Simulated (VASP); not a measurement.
# AlB2Sb3 (P-4m2) in VASP: single point with PBE

Aim: the single point of AlB2Sb3 with PBE.

All numbers are computed with VASP 6.6.1; they aren't measurements. Logs are shortened: lines on timing, memory, paths and dates and some standing lists are left out, and cuts for length are marked.

### Step 1. The cell of the first run

The structure is tetragonal, space group P-4m2 (No. 115). Conventional cell: a = 3.706 Å, b = 3.706 Å, c = 8.053 Å, α = 90.00°, β = 90.00°, γ = 90.00°. Al (site symmetry -4m2) has 4 Sb at 2.62 Å and 4 B at 2.81 Å within 3.5 Å. B (site symmetry 2mm) has 7 Sb at 2.77 to 2.92 Å and 2 Al at 2.81 Å within 3.7 Å. Sb (site symmetry 2mm) has 5 B at 2.77 to 2.92 Å and 6 Sb at 3.31 to 3.54 Å and 2 Al at 3.54 Å within 3.7 Å. Within 3.5 Å of Sb (site symmetry -4m2) lie 4 Al at 2.62 Å and 4 B at 2.81 Å.

### Step 2. Single point, PBE

Input file INCAR:

```
PREC = Accurate
ENCUT = 520
EDIFF = 1E-6
ISMEAR = 0
SIGMA = 0.1
LREAL = F
LASPH = T
NELM = 100
ALGO = Normal
ISIF = 2
LWAVE = F
LCHARG = F
GGA = PE
NBANDS = 21
```

Input file KPOINTS:

```
regular mesh
0
Gamma
  6 6 2
```

Input file POSCAR:

```
AlB2Sb3
1.0
    3.7064073200      0.0000000000      0.0000000000
    0.0000000000      3.7064073200      0.0000000000
    0.0000000000      0.0000000000      8.0532955000
Al B Sb
1 2 3
Direct
    0.0000000000      0.0000000000      0.0000000000
    0.5000000000      0.0000000000      0.2626059900
    0.0000000000      0.5000000000      0.7373940100
    0.5000000000      0.0000000000      0.6250519800
    0.0000000000      0.5000000000      0.3749480200
    0.5000000000      0.5000000000      0.0000000000
```

Potentials or basis: VASP PAW PBE potentials, release 64 (Al, B, Sb).

Run with:

```
$ cat potpaw_PBE.64/Al/POTCAR potpaw_PBE.64/B/POTCAR potpaw_PBE.64/Sb/POTCAR > POTCAR
$ mpirun -np 1 vasp_std > vasp.out
```

OUTCAR:

```text
PREC = Accurate
   ENCUT = 520
   EDIFF = 1E-6
   ISMEAR = 0
   LREAL = F
   LASPH = T
   NELM = 100
   ISIF = 2
   GGA = PE

 ion  position               nearest neighbor table
   1  0.000  0.000  0.000-   6 2.62   6 2.62   6 2.62   6 2.62   5 3.54   4 3.54   4 3.54   5 3.54

   2  0.500  0.000  0.263-   5 2.77   5 2.77   5 2.77   5 2.77   6 2.81   6 2.81   4 2.92
   3  0.000  0.500  0.737-   4 2.77   4 2.77   4 2.77   4 2.77   6 2.81   6 2.81   5 2.92
   4  0.500  0.000  0.625-   3 2.77   3 2.77   3 2.77   3 2.77   2 2.92   5 3.31   5 3.31   5 3.31
                             5 3.31   1 3.54   6 3.54   6 3.54   1 3.54
   5  0.000  0.500  0.375-   2 2.77   2 2.77   2 2.77   2 2.77   3 2.92   4 3.31   4 3.31   4 3.31
                             4 3.31   1 3.54   6 3.54   6 3.54   1 3.54
   6  0.500  0.500  0.000-   1 2.62   1 2.62   1 2.62   1 2.62   2 2.81   3 2.81   3 2.81   2 2.81
                             4 3.54   5 3.54   5 3.54   4 3.54

  LATTYP: Found a simple tetragonal cell.
 ALAT       =     3.7064073200
 C/A-ratio  =     2.1728036896

  Lattice vectors:

 A1 = (   3.7064073200,   0.0000000000,   0.0000000000)
 A2 = (   0.0000000000,   3.7064073200,   0.0000000000)
 A3 = (   0.0000000000,   0.0000000000,   8.0532955000)

Analysis of symmetry for initial positions (statically):
=====================================================================
 Subroutine PRICEL returns:
 Original cell was already a primitive cell.

 Routine SETGRP: Setting up the symmetry group for a
 simple tetragonal supercell.

 Subroutine GETGRP returns: Found  8 space group operations
 (whereof  8 operations were pure point group operations)
 out of a pool of 16 trial point group operations.

The static configuration has the point symmetry D_2d.

Analysis of symmetry for dynamics (positions and initial velocities):
=====================================================================
 Subroutine PRICEL returns:
 Original cell was already a primitive cell.

 Routine SETGRP: Setting up the symmetry group for a
 simple tetragonal supercell.

 Subroutine GETGRP returns: Found  8 space group operations
 (whereof  8 operations were pure point group operations)
 out of a pool of 16 trial point group operations.

The dynamic configuration has the point symmetry D_2d.

 Subroutine INISYM returns: Found  8 space group operations
 (whereof  8 operations are pure point group operations),
 and found     1 'primitive' translations

----------------------------------------------------------------------------------------

                                     Primitive cell

  volume of cell :     110.6318

  direct lattice vectors                    reciprocal lattice vectors
     3.706407320  0.000000000  0.000000000     0.269803050  0.000000000  0.000000000
     0.000000000  3.706407320  0.000000000     0.000000000  0.269803050  0.000000000
     0.000000000  0.000000000  8.053295500     0.000000000  0.000000000  0.124172769

  length of vectors
     3.706407320  3.706407320  8.053295500     0.269803050  0.269803050  0.124172769

  position of ions in fractional coordinates (direct lattice)
     0.000000000  0.000000000  0.000000000
     0.500000000  0.000000000  0.262605990
     0.000000000  0.500000000  0.737394010
     0.500000000  0.000000000  0.625051980
     0.000000000  0.500000000  0.374948020
     0.500000000  0.500000000  0.000000000

  ion indices of the primitive-cell ions
   primitive index   ion index
                 1           1
                 2           2
                 3           3
                 4           4
                 5           5
                 6           6

----------------------------------------------------------------------------------------

 KPOINTS: regular mesh

Automatic generation of k-mesh.
 Grid dimensions read from file:
 generate k-points for:    6    6    2

 Generating k-lattice:

  Cartesian coordinates                     Fractional coordinates (reciprocal lattice)
     0.044967175  0.000000000  0.000000000     0.166666667  0.000000000  0.000000000
     0.000000000  0.044967175  0.000000000     0.000000000  0.166666667  0.000000000
     0.000000000  0.000000000  0.062086384     0.000000000  0.000000000  0.500000000

  Length of vectors
     0.044967175  0.044967175  0.062086384

  Shift w.r.t. Gamma in fractional coordinates (k-lattice)
     0.000000000  0.000000000  0.000000000

 Subroutine IBZKPT returns following result:
 ===========================================

 Found     20 irreducible k-points:

 Following reciprocal coordinates:
            Coordinates               Weight
  0.000000  0.000000  0.000000      1.000000
  0.166667  0.000000  0.000000      4.000000
  0.333333  0.000000  0.000000      4.000000
  0.500000  0.000000  0.000000      2.000000
  0.166667  0.166667  0.000000      4.000000
  0.333333  0.166667  0.000000      8.000000
[... 12 lines left out ...]
  0.500000  0.333333  0.500000      4.000000
  0.500000  0.500000  0.500000      1.000000
   k-points           NKPTS =     20   k-points in BZ     NKDIM =     20   number of bands    NBANDS=     21
   number of dos      NEDOS =    301   number of ions     NIONS =      6
   total plane-waves  NPLWV =  47040
   dimension x,y,z NGX =    28 NGY =   28 NGZ =   60
   dimension x,y,z NGXF=    56 NGYF=   56 NGZF=  120
   ions per type =               1   2   3
   NGX,Y,Z   is equivalent  to a cutoff of  12.56, 12.56, 12.39 a.u.
   NGXF,Y,Z  is equivalent  to a cutoff of  25.12, 25.12, 24.77 a.u.
 SYSTEM =  unknown system
   PREC   = accura    normal or accurate (medium, high low for compatibility)
   ISTART =      0    job   : 0-new  1-cont  2-samecut
   ICHARG =      2    charge: 1-file 2-atom 10-const
   ISPIN  =      1    spin polarized calculation?
   LNONCOLLINEAR =      F non collinear calculations
   LSORBIT =      F    spin-orbit coupling
   LASPH  =      T    aspherical Exc in radial PAW
   ENCUT  =  520.0 eV  38.22 Ry    6.18 a.u.   6.89  6.89 14.97*2*pi/ulx,y,z
   NELM   =    100;   NELMIN=  2; NELMDL= -5     # of ELM steps
   EDIFF  = 0.1E-05   stopping-criterion for ELM
   LREAL  =      F    real-space projection
   EDIFFG = 0.1E-04   stopping-criterion for IOM
   NSW    =      0    number of steps for IOM
   IBRION =     -1    ionic relax: 0-MD 1-quasi-New 2-CG
   NFREE  =      0    steps in history (QN), initial steepest desc. (CG)
   ISIF   =      2    stress and relaxation
   ISYM   =      2    0-nonsym 1-usesym 2-fastsym
   POTIM  = 0.5000    time-step for ionic-motion
   TEBEG  =    0.0;   TEEND  =   0.0 temperature during run
   PSTRESS=    0.0 pullay stress
   NELECT =      24.0000    total number of electrons
   NUPDOWN=      -1.0000    fix difference up-down
   EMIN   =  10.00;   EMAX   =-10.00  energy-range for DOS
   EFERMI =   0.00;   METHOD = LEGACY
   ISMEAR =     0;   SIGMA  =   0.10  broadening in eV -4-tet -1-fermi 0-gaus
   EFERMI_NEDOS =   21; number of points for ismear=-14 and -15
   IALGO  =     38    algorithm
   IMIX   =      4    mixing-type and parameters
     AMIX     =   0.40;   BMIX     =  1.00
     AMIX_MAG =   1.60;   BMIX_MAG =  1.00
  volume/ion in A,a.u.               =      18.44       124.43
  Fermi-wavevector in a.u.,A,eV,Ry     =   0.983676  1.858878 13.165240  0.967618
  Thomas-Fermi vector in A             =   2.114851
   LORBIT       =      0    0 simple, 1 ext, 2 COOP (PROOUT), +10 PAW based schemes
   GGA     = PE    functional components
   LHFCALC =     F    Hartree Fock is set to
   AEXX    =    0.0000 exact exchange contribution
   IVDW    =     0    specifies the selected vdW correction
   LEPSILON=     F    determine dielectric tensor
   LRPA    =     F    only Hartree local field effects (RPA)
 non-spin polarized calculation
 Gauss-broadening in eV      SIGMA  =   0.10
  energy-cutoff  :      520.00
  volume of cell :      110.63
 maximum number of plane-waves:      3006
 NGX is ok and might be reduce to    28
   NGX = 13   NGY = 13   NGZ = 29

 number of electron      24.0000003 magnetization

 Free energy of the ion-electron system (eV)
  ---------------------------------------------------
  ext. energy  EPLUGINS =         0.00000000
  ---------------------------------------------------
  free energy    TOTEN  =       -22.99567430 eV

  energy without entropy =      -22.97687308  energy(sigma->0) =      -22.98627369

 E-fermi :   8.4999     XC(G=0): -10.5775

 val. band max:        8.4792801497   @ k =   0.3333   0.0000   0.5000
 cond. band min:       8.5203538244   @ k =   0.5000   0.1667   0.0000
 fundamental gap:      0.0410736747
 Fermi energy:         8.4998522647

 k-point     1 :       0.0000    0.0000    0.0000
  band No.  band energies     occupation
      1      -4.8841      2.00000
      2      -3.1666      2.00000
      3      -2.0372      2.00000
      4       3.5831      2.00000
      5       4.6027      2.00000
      6       5.4558      2.00000
[... 13 lines left out ...]
     20      13.0267      0.00000
     21      14.0264      0.00000

 k-point     2 :       0.1667    0.0000    0.0000
  band No.  band energies     occupation
      1      -4.5950      2.00000
      2      -2.8873      2.00000
      3      -1.7753      2.00000
      4       2.4743      2.00000
      5       4.2357      2.00000
      6       4.9933      2.00000
[... 13 lines left out ...]
     20      12.8886      0.00000
     21      13.2554      0.00000

 k-point     3 :       0.3333    0.0000    0.0000
  band No.  band energies     occupation
      1      -3.7560      2.00000
      2      -2.1245      2.00000
      3      -1.1308      2.00000
      4       0.4104      2.00000
      5       2.2244      2.00000
      6       2.8497      2.00000
[... 13 lines left out ...]
     20      12.8676      0.00000
     21      13.0361      0.00000

 k-point     4 :       0.5000    0.0000    0.0000
  band No.  band energies     occupation
      1      -2.8192      2.00000
      2      -1.8584      2.00000
      3      -1.1016      2.00000
      4       0.2416      2.00000
      5       0.9423      2.00000
      6       1.4720      2.00000
[... 13 lines left out ...]
     20      11.7784      0.00000
     21      11.9476      0.00000

 k-point     5 :       0.1667    0.1667    0.0000
  band No.  band energies     occupation
      1      -4.3065      2.00000
      2      -2.6100      2.00000
      3      -1.5154      2.00000
      4       2.2821      2.00000
      5       3.5485      2.00000
      6       4.7458      2.00000
[... 13 lines left out ...]
     20      12.2749      0.00000
     21      13.2090      0.00000

 k-point     6 :       0.3333    0.1667    0.0000
  band No.  band energies     occupation
      1      -3.4701      2.00000
      2      -1.8551      2.00000
      3      -0.8833      2.00000
      4       0.6652      2.00000
      5       2.3983      2.00000
      6       3.0946      2.00000
[... 13 lines left out ...]
     20      12.8221      0.00000
     21      13.4963      0.00000

 k-point     7 :       0.5000    0.1667    0.0000
  band No.  band energies     occupation
      1      -2.5393      2.00000
      2      -1.5882      2.00000
      3      -0.8595      2.00000
      4       0.4992      2.00000
      5       1.2190      2.00000
      6       1.7678      2.00000
[... 13 lines left out ...]
     20      12.9786      0.00000
     21      13.1371      0.00000
[... 195 lines left out ...]
      1      -3.1224      2.00000
      2      -2.7408      2.00000
      3      -0.1482      2.00000
      4       1.0827      2.00000
      5       1.9634      2.00000
      6       3.0947      2.00000
[... 13 lines left out ...]
     20      12.5686      0.00000
     21      13.9544      0.00000

 k-point    17 :       0.5000    0.1667    0.5000
  band No.  band energies     occupation
      1      -2.3740      2.00000
      2      -1.4346      2.00000
      3      -1.3741      2.00000
      4      -0.1923      2.00000
      5       2.3598      2.00000
      6       3.1772      2.00000
[... 13 lines left out ...]
     20      12.5504      0.00000
     21      13.2199      0.00000

 k-point    18 :       0.3333    0.3333    0.5000
  band No.  band energies     occupation
      1      -2.3337      2.00000
      2      -1.9090      2.00000
      3       0.1364      2.00000
      4       1.7151      2.00000
      5       1.7352      2.00000
      6       3.1641      2.00000
[... 13 lines left out ...]
     20      13.8708      0.00000
     21      14.6946      0.00000

 k-point    19 :       0.5000    0.3333    0.5000
  band No.  band energies     occupation
      1      -1.5939      2.00000
      2      -0.7210      2.00000
      3      -0.6564      2.00000
      4       0.6040      2.00000
      5       2.1985      2.00000
      6       3.6321      2.00000
[... 13 lines left out ...]
     20      14.2811      0.00000
     21      14.7898      0.00000

 k-point    20 :       0.5000    0.5000    0.5000
  band No.  band energies     occupation
      1      -0.8427      2.00000
      2      -0.1434      2.00000
      3      -0.1434      2.00000
      4       1.3746      2.00000
      5       1.3746      2.00000
      6       2.5812      2.00000
[... 13 lines left out ...]
     20      14.8998      0.00000
     21      15.0459      0.00000

------------------------ aborting loop because EDIFF is reached ----------------------------------------

  FORCE on cell =-STRESS in cart. coord.  units (eV):
  Direction    XX          YY          ZZ          XY          YZ          ZX
  --------------------------------------------------------------------------------------
  -------------------------------------------------------------------------------------
  Total        2.5936311      2.5936311     -2.0967204      0.0000000      0.0000000     -0.0000000
  in kB       37.5611479     37.5611479    -30.3648525      0.0000000      0.0000000     -0.0000000
  external PRESSURE =      14.9191478 kB  Pullay stress =       0.0000000 kB

 VOLUME and BASIS-vectors are now :
 -----------------------------------------------------------------------------
  energy-cutoff  :      520.00
  volume of cell :      110.63
      direct lattice vectors                 reciprocal lattice vectors
     3.706407320  0.000000000  0.000000000     0.269803050  0.000000000  0.000000000
     0.000000000  3.706407320  0.000000000     0.000000000  0.269803050  0.000000000
     0.000000000  0.000000000  8.053295500     0.000000000  0.000000000  0.124172769

 POSITION                                       TOTAL-FORCE (eV/Angst)
 -----------------------------------------------------------------------------------
      0.00000      0.00000      0.00000         0.000000     -0.000000      0.000000
      1.85320      0.00000      2.11484        -0.000000     -0.000000      0.462585
      0.00000      1.85320      5.93845         0.000000     -0.000000     -0.462585
      1.85320      0.00000      5.03373         0.000000     -0.000000      0.296737
      0.00000      1.85320      3.01957         0.000000     -0.000000     -0.296737
      1.85320      1.85320      0.00000         0.000000      0.000000      0.000000
 -----------------------------------------------------------------------------------
    total drift:                               -0.000000      0.000000      0.000000

  FREE ENERGIE OF THE ION-ELECTRON SYSTEM (eV)
  ---------------------------------------------------
  free  energy   TOTEN  =       -22.9956743039 eV

  energy  without entropy=      -22.9768730784  energy(sigma->0) =      -22.98627369
```

Run time: 37 s. Hardware: 1 thread of Intel Xeon Platinum 8259CL at 2.50GHz (Skylake/Cascade Lake), shared host; peak memory 0.22 GiB.

What came out:

| Quantity | Value |
| --- | --- |
| Free energy | -22.9957 eV |
| Pressure | 1.5 GPa |
| Largest force | 0.463 eV/Å |
| Band gap on the k mesh | zero (band 12 reaches 9.72 eV, above the bottom of band 13 at 6.59 eV) |

Forces on the atoms (eV/Å):
```
Al   0.000  0.000  0.000
B    0.000  0.000  0.463
B    0.000  0.000 -0.463
Sb   0.000  0.000  0.297
Sb   0.000  0.000 -0.297
Sb   0.000  0.000  0.000
```

Levels at points of the mesh, in eV from the Fermi level:
| k point | band 9 | band 10 | band 11 | band 12 | band 13 | band 14 | band 15 | band 16 |
| --- | --- | --- | --- | --- | --- | --- | --- | --- |
| (0.00, 0.00, 0.00) | -0.95 | -0.90 | -0.90 | -0.80 | -0.80 | 0.10 | 0.50 | 3.15 |
| (0.50, 0.00, 0.00) | -1.13 | -0.97 | -0.88 | 0.12 | 1.45 | 1.54 | 1.55 | 1.74 |
| (0.50, 0.50, 0.00) | -4.84 | -4.65 | -4.03 | -3.40 | 0.35 | 0.35 | 1.20 | 1.35 |
| (0.00, 0.00, 0.50) | -2.21 | -1.39 | -0.23 | 0.35 | 0.64 | 0.64 | 1.17 | 2.29 |
| (0.50, 0.00, 0.50) | -0.86 | 0.28 | 0.68 | 1.06 | 1.11 | 1.44 | 1.95 | 2.22 |
| (0.50, 0.50, 0.50) | -3.68 | -3.68 | -2.83 | -1.91 | -1.91 | -1.61 | -1.30 | -0.04 |

Caveat: the k points lie up to 0.39 Å⁻¹ apart; spin-orbit coupling is left out, which moves the levels of the heavy elements.
